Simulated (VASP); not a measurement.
# SiO2 (I-42d) in VASP: a series of runs

SiO2 is run at these levels: PBE; tasks: single point, relaxation of cell and atoms.

All numbers are computed with VASP 6.6.1; they aren't measurements. Logs are shortened: lines on timing, memory, paths and dates and some standing lists are left out, and cuts for length are marked.

## Step 1: The cell of the first run

Symmetry: I-42d, No. 122, tetragonal system. Conventional cell: a = 5.027 Å, b = 5.027 Å, c = 7.379 Å, α = 90.00°, β = 90.00°, γ = 90.00°. Si (site symmetry -4) has 4 O at 1.63 Å within 2.2 Å. Within 2.2 Å of O (site symmetry 2) lie 2 Si at 1.63 Å.

## Step 2: Single point, PBE

The input, INCAR:

```
SYSTEM = SiO2
PREC     = Accurate       ! precision mode
ENCUT    = 520            ! plane-wave cutoff, eV
EDIFF    = 1E-7           ! SCF threshold, eV
ISMEAR   = 0              ! smearing method
SIGMA    = 0.02           ! smearing width, eV
LREAL    = .FALSE.        ! projectors in reciprocal space
LASPH    = .TRUE.         ! aspherical terms in the spheres
NELM     = 100            ! most SCF steps
ALGO     = Normal         ! electronic algorithm
ISIF     = 2              ! what is computed and relaxed
LWAVE    = .FALSE.        ! write WAVECAR
LCHARG   = .FALSE.        ! write CHGCAR
GGA      = PE             ! functional
NBANDS   = 25             ! bands
```

The input, KPOINTS:

```
Automatic mesh
0
G
  8 8 8
  0 0 0
```

The input, POSCAR:

```
SiO2
1.0
   -2.5133692696      2.5133692696      3.6893906705
    2.5133692696     -2.5133692696      3.6893906705
    2.5133692696      2.5133692696     -3.6893906705
Si O
2 4
Direct
    0.0000000000      0.0000000000      0.0000000000
    0.7500000000      0.2500000000      0.5000000000
    0.9670112602      0.6250000000      0.8420112602
    0.3750000000      0.2170112602      0.3420112602
    0.7829887398      0.1250000000      0.1579887398
    0.8750000000      0.0329887398      0.6579887398
```

Potentials or basis: VASP PAW PBE potentials, release 64 (Si, O).

Command:

```sh
> cat potpaw_PBE.64/Si/POTCAR potpaw_PBE.64/O/POTCAR > POTCAR
> mpirun -np 1 vasp_std > vasp.out
```

OUTCAR:

```text
SYSTEM = SiO2
   PREC = Accurate
   ENCUT = 520
   EDIFF = 1E-7
   ISMEAR = 0
   LREAL = .FALSE.
   LASPH = .TRUE.
   NELM = 100
   ISIF = 2
   GGA = PE

 ion  position               nearest neighbor table
   1  0.000  0.000  0.000-   5 1.63   6 1.63   3 1.63   4 1.63   2 3.12   2 3.12   2 3.12   2 3.12

   2  0.750  0.250  0.500-   5 1.63   6 1.63   3 1.63   4 1.63   1 3.12   1 3.12   1 3.12   1 3.12

   3  0.967  0.625  0.842-   1 1.63   2 1.63
   4  0.375  0.217  0.342-   1 1.63   2 1.63
   5  0.783  0.125  0.158-   1 1.63   2 1.63
   6  0.875  0.033  0.658-   1 1.63   2 1.63

  LATTYP: Found a body centered tetragonal cell.
 ALAT       =     5.0267385392
 C/A-ratio  =     1.4679063340

  Lattice vectors:

 A1 = (  -2.5133692696,   2.5133692696,   3.6893906705)
 A2 = (   2.5133692696,  -2.5133692696,   3.6893906705)
 A3 = (   2.5133692696,   2.5133692696,  -3.6893906705)

Analysis of symmetry for initial positions (statically):
=====================================================================
 Subroutine PRICEL returns:
 Original cell was already a primitive cell.

 Routine SETGRP: Setting up the symmetry group for a
 body centered tetragonal supercell.

 Subroutine GETGRP returns: Found  8 space group operations
 (whereof  4 operations were pure point group operations)
 out of a pool of 16 trial point group operations.

The static configuration has the point symmetry S_4 .
 The point group associated with its full space group is D_2d.

Analysis of symmetry for dynamics (positions and initial velocities):
=====================================================================
 Subroutine PRICEL returns:
 Original cell was already a primitive cell.

 Routine SETGRP: Setting up the symmetry group for a
 body centered tetragonal supercell.

 Subroutine GETGRP returns: Found  8 space group operations
 (whereof  4 operations were pure point group operations)
 out of a pool of 16 trial point group operations.

The dynamic configuration has the point symmetry S_4 .
 The point group associated with its full space group is D_2d.

 Subroutine INISYM returns: Found  8 space group operations
 (whereof  4 operations are pure point group operations),
 and found     1 'primitive' translations

----------------------------------------------------------------------------------------

                                     Primitive cell

  volume of cell :      93.2239

  direct lattice vectors                    reciprocal lattice vectors
    -2.513369270  2.513369270  3.689390670     0.000000000  0.198936148  0.135523734
     2.513369270 -2.513369270  3.689390670     0.198936148  0.000000000  0.135523734
     2.513369270  2.513369270 -3.689390670     0.198936148  0.198936148  0.000000000

  length of vectors
     5.123051209  5.123051209  5.123051209     0.240712013  0.240712013  0.281338198

  position of ions in fractional coordinates (direct lattice)
     0.000000000  0.000000000  0.000000000
     0.750000000  0.250000000  0.500000000
     0.967011260  0.625000000  0.842011260
     0.375000000  0.217011260  0.342011260
     0.782988740  0.125000000  0.157988740
     0.875000000  0.032988740  0.657988740

  ion indices of the primitive-cell ions
   primitive index   ion index
                 1           1
                 2           2
                 3           3
                 4           4
                 5           5
                 6           6

----------------------------------------------------------------------------------------

 KPOINTS: Automatic mesh

Automatic generation of k-mesh.
 Grid dimensions read from file:
 generate k-points for:    8    8    8

 Generating k-lattice:

  Cartesian coordinates                     Fractional coordinates (reciprocal lattice)
     0.000000000  0.024867018  0.016940467     0.125000000  0.000000000  0.000000000
     0.024867018  0.000000000  0.016940467     0.000000000  0.125000000  0.000000000
     0.024867018  0.024867018  0.000000000     0.000000000  0.000000000  0.125000000

  Length of vectors
[... 45 lines left out ...]
 maximum number of plane-waves:      2533
 NGX is ok and might be reduce to    40
   NGX = 19   NGY = 19   NGZ = 19

 number of electron      31.9999995 magnetization

 Free energy of the ion-electron system (eV)
  ---------------------------------------------------
  ext. energy  EPLUGINS =         0.00000000
  ---------------------------------------------------
  free energy    TOTEN  =       -47.49236790 eV

  energy without entropy =      -47.49236790  energy(sigma->0) =      -47.49236790

 E-fermi :  -0.5230     XC(G=0):  -8.0055

 val. band max:       -0.6411247596   @ k =   0.0000   0.0000   0.0000
 cond. band min:       5.0913764952   @ k =   0.0000   0.0000   0.0000
 fundamental gap:      5.7325012548
 Fermi energy:        -0.5229597867

 k-point     1 :       0.0000    0.0000    0.0000
  band No.  band energies     occupation
      1     -19.7429      2.00000
      2     -17.7428      2.00000
      3     -17.7428      2.00000
      4     -17.6879      2.00000
      5      -9.8749      2.00000
      6      -6.1293      2.00000
[... 17 lines left out ...]
     24      12.2147      0.00000
     25      12.8673      0.00000

 k-point     2 :       0.1250    0.0000    0.0000
  band No.  band energies     occupation
      1     -19.6977      2.00000
      2     -17.8093      2.00000
      3     -17.7453      2.00000
      4     -17.7028      2.00000
      5      -9.7518      2.00000
      6      -6.1665      2.00000
[... 17 lines left out ...]
     24      12.1247      0.00000
     25      12.7251      0.00000

 k-point     3 :       0.2500    0.0000    0.0000
  band No.  band energies     occupation
      1     -19.5723      2.00000
      2     -18.0092      2.00000
      3     -17.7508      2.00000
      4     -17.7132      2.00000
      5      -9.4304      2.00000
      6      -6.3194      2.00000
[... 552 lines left out ...]
 k-point    23 :       0.2500    0.1250    0.1250
  band No.  band energies     occupation
      1     -19.2914      2.00000
      2     -18.3970      2.00000
      3     -17.7603      2.00000
      4     -17.7281      2.00000
      5      -8.7810      2.00000
      6      -6.9349      2.00000
[... 17 lines left out ...]
     24      11.8316      0.00000
     25      12.4606      0.00000

 k-point    24 :       0.3750    0.1250    0.1250
  band No.  band energies     occupation
      1     -19.1931      2.00000
      2     -18.5175      2.00000
      3     -17.7616      2.00000
      4     -17.7324      2.00000
      5      -8.5805      2.00000
      6      -7.0994      2.00000
[... 17 lines left out ...]
     24      12.0565      0.00000
     25      12.6347      0.00000

 [... further k-points ...]

------------------------ aborting loop because EDIFF is reached ----------------------------------------

  FORCE on cell =-STRESS in cart. coord.  units (eV):
  Direction    XX          YY          ZZ          XY          YZ          ZX
  --------------------------------------------------------------------------------------
  -------------------------------------------------------------------------------------
  Total        0.0575069      0.0575069      0.0576763      0.0000000      0.0000000      0.0000000
  in kB        0.9883323      0.9883323      0.9912439      0.0000000      0.0000000      0.0000000
  external PRESSURE =       0.9893028 kB  Pullay stress =       0.0000000 kB

 VOLUME and BASIS-vectors are now :
 -----------------------------------------------------------------------------
  energy-cutoff  :      520.00
  volume of cell :       93.22
      direct lattice vectors                 reciprocal lattice vectors
    -2.513369270  2.513369270  3.689390670     0.000000000  0.198936148  0.135523734
     2.513369270 -2.513369270  3.689390670     0.198936148  0.000000000  0.135523734
     2.513369270  2.513369270 -3.689390670     0.198936148  0.198936148  0.000000000

 POSITION                                       TOTAL-FORCE (eV/Angst)
 -----------------------------------------------------------------------------------
      0.00000      0.00000      0.00000         0.000000      0.000000     -0.000000
      0.00000      2.51337      1.84470         0.000000     -0.000000      0.000000
      1.25668      2.97589      2.76704         0.000000     -0.004660      0.000000
      0.46252      1.25668      0.92235        -0.004660      0.000000      0.000000
     -1.25668      2.05085      2.76704         0.000000      0.004660     -0.000000
     -0.46252      3.77005      0.92235         0.004660      0.000000     -0.000000
 -----------------------------------------------------------------------------------
    total drift:                                0.000004      0.000004      0.000003

  FREE ENERGIE OF THE ION-ELECTRON SYSTEM (eV)
  ---------------------------------------------------
  free  energy   TOTEN  =       -47.4923679012 eV

  energy  without entropy=      -47.4923679012  energy(sigma->0) =      -47.49236790
```

It took 63 s on 1 thread of Intel Xeon Platinum 8559C (Emerald Rapids), shared host; peak memory 0.28 GiB.

What came out:

```
Free energy            : -47.4924 eV
Pressure               : 0.1 GPa
Largest force          : 0.005 eV/Å
Band gap on the k mesh : 5.73 eV, direct
```

Forces in eV/Å, atoms in the order of the input:
```
Si   0.000  0.000  0.000
Si   0.000  0.000  0.000
O    0.000 -0.005  0.000
O   -0.005  0.000  0.000
O    0.000  0.005  0.000
O    0.005  0.000  0.000
```

## Step 3: Single point, PBE

The input, INCAR:

```
PREC = Accurate
ENCUT = 520
EDIFF = 1E-6
ISMEAR = 0
SIGMA = 0.05
LREAL = False
LASPH = True
NELM = 80
ALGO = Normal
ISIF = 2
LWAVE = False
LCHARG = False
GGA = PE
NBANDS = 25
```

The input, KPOINTS:

```
Automatic mesh
0
Gamma
  6 6 6
```

POSCAR is that of step 2.

Potentials or basis: VASP PAW PBE potentials, release 64 (Si, O).

Command:

```sh
> cat potpaw_PBE.64/Si/POTCAR potpaw_PBE.64/O/POTCAR > POTCAR
> mpirun -np 1 vasp_std > vasp.out
```

Run time: 64 s. Hardware: 1 thread of Intel Xeon 6975P-C, shared host; peak memory 0.25 GiB.

The run converged. Its results:

| Property | Result |
| --- | --- |
| Free energy | -47.4923 eV |
| Pressure | 0.1 GPa |
| Largest force | 0.005 eV/Å |
| Band gap on the k mesh | 5.73 eV, direct |

Forces in eV/Å, atoms in the order of the input:
```
Si   0.000  0.000  0.000
Si   0.000  0.000  0.000
O    0.000 -0.005  0.000
O   -0.005  0.000  0.000
O    0.000  0.005  0.000
O    0.005  0.000  0.000
```

Levels at points of the mesh, in eV from the valence-band top:
| k point | band 12 | band 13 | band 14 | band 15 | band 16 | band 17 | band 18 | band 19 | band 20 | band 21 |
| --- | --- | --- | --- | --- | --- | --- | --- | --- | --- | --- |
| (0.00, 0.00, 0.00) | -1.60 | -1.55 | -0.65 | 0.00 | 0.00 | 5.73 | 8.71 | 10.22 | 10.27 | 10.27 |
| (0.50, 0.00, 0.00) | -1.61 | -1.48 | -0.79 | -0.51 | -0.13 | 7.93 | 8.83 | 9.58 | 10.01 | 10.56 |
| (0.50, 0.50, 0.00) | -2.05 | -0.98 | -0.98 | -0.35 | -0.35 | 8.90 | 8.90 | 10.02 | 10.02 | 10.95 |
| (0.50, 0.50, 0.50) | -2.06 | -1.43 | -1.43 | -0.34 | -0.34 | 8.73 | 8.73 | 10.19 | 10.19 | 11.30 |

A k mesh can miss the band edges. As with any semilocal functional, this PBE gap is likely too small.

## Step 4: Relaxation of cell and atoms, PBE

The input, INCAR:

```
SYSTEM = SiO2
PREC = Accurate
ENCUT = 600
EDIFF = 1E-7
ISMEAR = 0
SIGMA = 0.02
LREAL = .False.
LASPH = .True.
NELM = 60
ALGO = Normal
ISIF = 3
LWAVE = .False.
LCHARG = .False.
GGA = PE
IBRION = 2
NSW = 100
EDIFFG = -0.005
```

The input, KPOINTS:

```
regular mesh
0
Gamma
  6 6 6
  0 0 0
```

The input, POSCAR:

```
SiO2
1.0
   -2.5133693011      2.5133693011      3.6893905584
    2.5133693011     -2.5133693011      3.6893905584
    2.5133693011      2.5133693011     -3.6893905584
Si O
2 4
Direct
    0.0000000000      0.0000000000      0.0000000000
    0.7500000000      0.2500000000      0.5000000000
    0.9670112735      0.6250000000      0.8420112735
    0.3750000000      0.2170112735      0.3420112735
    0.7829887265      0.1250000000      0.1579887265
    0.8750000000      0.0329887265      0.6579887265
```

Command:

```sh
> cat potpaw_PBE.64/Si/POTCAR potpaw_PBE.64/O/POTCAR > POTCAR
> mpirun -np 1 vasp_std > vasp.out
```

Wall time 88 s (1 thread of Intel Xeon 6975P-C (Granite Rapids), shared host); peak memory 0.27 GiB.

The run converged. Its results:

* Free energy: -47.5076 eV
* Relaxed volume: 15.53 Å³/atom
* Relaxed cell: a = 5.122 Å, b = 5.122 Å, c = 5.122 Å, α = 121.24°, β = 121.24°, γ = 87.87°
* Space group after relaxing (to 0.05 Å): I-42d (No. 122)
* Energy gained by relaxing: 0.0 meV/atom
* Ionic steps: 3
* Pressure after relaxing: 0.0 GPa
* Band gap on the k mesh: 5.74 eV, direct

Final structure:
```cif
data_structure
_symmetry_space_group_name_H-M 'P 1'
_symmetry_Int_Tables_number 1
_cell_length_a 5.1218
_cell_length_b 5.1218
_cell_length_c 5.1218
_cell_angle_alpha 121.240
_cell_angle_beta 121.240
_cell_angle_gamma 87.865
_cell_volume 93.15
loop_
_atom_site_label
_atom_site_type_symbol
_atom_site_fract_x
_atom_site_fract_y
_atom_site_fract_z
_atom_site_occupancy
Si1 Si 0.00000 0.00000 0.00000 1
Si2 Si 0.75000 0.25000 0.50000 1
O1 O 0.96698 0.62500 0.84198 1
O2 O 0.37500 0.21698 0.34198 1
O3 O 0.78302 0.12500 0.15802 1
O4 O 0.87500 0.03302 0.65802 1
```

Levels at points of the mesh, in eV from the valence-band top:
| k point | band 13 | band 14 | band 15 | band 16 | band 17 | band 18 | band 19 | band 20 |
| --- | --- | --- | --- | --- | --- | --- | --- | --- |
| (0.00, 0.00, 0.00) | -1.56 | -0.65 | 0.00 | 0.00 | 5.74 | 8.72 | 10.23 | 10.28 |
| (0.50, 0.00, 0.00) | -1.48 | -0.79 | -0.52 | -0.13 | 7.94 | 8.83 | 9.58 | 10.02 |
| (0.50, 0.50, 0.00) | -0.98 | -0.98 | -0.36 | -0.36 | 8.91 | 8.91 | 10.03 | 10.03 |
| (0.50, 0.50, 0.50) | -1.43 | -1.43 | -0.34 | -0.34 | 8.73 | 8.73 | 10.20 | 10.20 |

A k mesh can miss the band edges. As with any semilocal functional, this PBE gap is likely too small.

## Step 5: Relaxation of cell and atoms, PBE

This run uses another cell than the first one, of 14.07 Å³/atom, 0.905 times its volume.

The input, INCAR:

```
PREC = Accurate
ENCUT = 600
EDIFF = 1E-6
ISMEAR = 0
SIGMA = 0.02
LREAL = F
LASPH = T
NELM = 80
ALGO = Normal
ISIF = 3
LWAVE = F
LCHARG = F
GGA = PE
IBRION = 2
NSW = 100
EDIFFG = -0.005
```

The input, KPOINTS:

```
regular mesh
0
Gamma
  8 8 8
```

The input, POSCAR:

```
SiO2
1.0
   -2.3740500000      2.3740500000      3.7440000000
    2.3740500000     -2.3740500000      3.7440000000
    2.3740500000      2.3740500000     -3.7440000000
Si O
2 4
Direct
    0.0000000000      0.0000000000      0.0000000000
    0.7500000000      0.2500000000      0.5000000000
    0.9983800000      0.6250000000      0.8733800000
    0.3750000000      0.2483800000      0.3733800000
    0.7516200000      0.1250000000      0.1266200000
    0.8750000000      0.0016200000      0.6266200000
```

Command:

```sh
> cat potpaw_PBE.64/Si/POTCAR potpaw_PBE.64/O/POTCAR > POTCAR
> mpirun -np 1 vasp_std > vasp.out
```

Run time: 8 min. Hardware: 1 thread of Intel Xeon 6975P-C (Granite Rapids), shared host; peak memory 0.3 GiB.

The run converged. Its results:

```yaml
Free_energy: -47.4909 eV
Relaxed_volume: 15.58 Å³/atom
Relaxed_cell: a = 5.126 Å, b = 5.126 Å, c = 5.126 Å, α = 121.18°, β = 121.18°, γ = 87.97°
Space_group_after_relaxing_to_0.05_Å: I-42d (No. 122)
Energy_gained_by_relaxing: 14.1 meV/atom
Ionic_steps: 16
Pressure_after_relaxing: 0.0 GPa
Band_gap_on_the_k_mesh: 5.73 eV, direct
```

The path:
```csv
step,energy change (eV),largest force (eV/Å),pressure (GPa),volume (Å³)
1,0.0000,0.1282,3.44,84.41
2,0.0092,0.4607,-3.99,88.15
3,-0.0193,0.1464,-0.08,86.07
4,-0.0267,0.1446,-0.06,86.35
5,-0.0439,0.1423,0.03,87.17
6,-0.0559,0.1346,0.08,88.73
7,-0.0665,0.0466,0.79,89.46
8,-0.0734,0.0646,1.76,90.55
9,-0.0775,0.0380,1.25,91.13
10,-0.0831,0.0431,-0.25,92.87
11,-0.0831,0.0472,-0.39,93.00
12,-0.0831,0.0460,-0.36,92.95
13,-0.0835,0.0391,-0.32,93.09
14,-0.0842,0.0226,-0.27,93.48
15,-0.0843,0.0161,-0.24,93.67
16,-0.0844,0.0003,0.03,93.46
```

Final structure:
```cif
data_structure
_symmetry_space_group_name_H-M 'P 1'
_symmetry_Int_Tables_number 1
_cell_length_a 5.1256
_cell_length_b 5.1256
_cell_length_c 5.1256
_cell_angle_alpha 121.177
_cell_angle_beta 121.177
_cell_angle_gamma 87.973
_cell_volume 93.46
loop_
_atom_site_label
_atom_site_type_symbol
_atom_site_fract_x
_atom_site_fract_y
_atom_site_fract_z
_atom_site_occupancy
Si1 Si 0.00000 0.00000 0.00000 1
Si2 Si 0.75000 0.25000 0.50000 1
O1 O 0.96573 0.62500 0.84073 1
O2 O 0.37500 0.21573 0.34073 1
O3 O 0.78427 0.12500 0.15927 1
O4 O 0.87500 0.03427 0.65927 1
```

Levels at points of the mesh, in eV from the valence-band top:
```csv
k point,band 12,band 13,band 14,band 15,band 16,band 17,band 18,band 19,band 20
"(0.00, 0.00, 0.00)",-1.61,-1.56,-0.63,0.00,0.00,5.73,8.72,10.18,10.23
"(0.50, 0.00, 0.00)",-1.62,-1.49,-0.80,-0.52,-0.13,7.92,8.81,9.56,10.02
"(0.50, 0.50, 0.00)",-2.06,-0.99,-0.99,-0.36,-0.36,8.89,8.89,10.02,10.02
"(0.50, 0.50, 0.50)",-2.07,-1.43,-1.43,-0.35,-0.35,8.72,8.72,10.21,10.21
```

Caveat: the volume moved by +11 % from the deposited cell, more than functionals usually miss.

## Step 6: Overview

```csv
task,cell,k mesh,cutoff (eV),smearing,gap on the mesh (eV),pressure (GPa),relaxed volume (Å³/atom)
single point,"a = 5.123 Å, angles 121.2, 121.2, 87.9°, 6 atoms",8 × 8 × 8,520,gaussian 0.02 eV,5.73,0.1,-
single point,"a = 5.123 Å, angles 121.2, 121.2, 87.9°, 6 atoms",6 × 6 × 6,520,gaussian 0.05 eV,5.73,0.1,-
relaxation of cell and atoms,"relaxed from a = 5.123 Å, angles 121.2, 121.2, 87.9°, 6 atoms",6 × 6 × 6,600,gaussian 0.02 eV,5.74,0.0,15.53
relaxation of cell and atoms,"relaxed from a = 5.029 Å, angles 123.7, 123.7, 83.8°, 6 atoms",8 × 8 × 8,600,gaussian 0.02 eV,5.73,0.0,15.58
```

Alike in all rows: level PBE; potentials or basis VASP PAW PBE potentials, release 64 (Si, O); no spin polarisation.

Caveats: the volume moved by +11 % from the deposited cell, more than functionals usually miss (some runs).

Absolute energies hang on the potentials; compare differences alone.
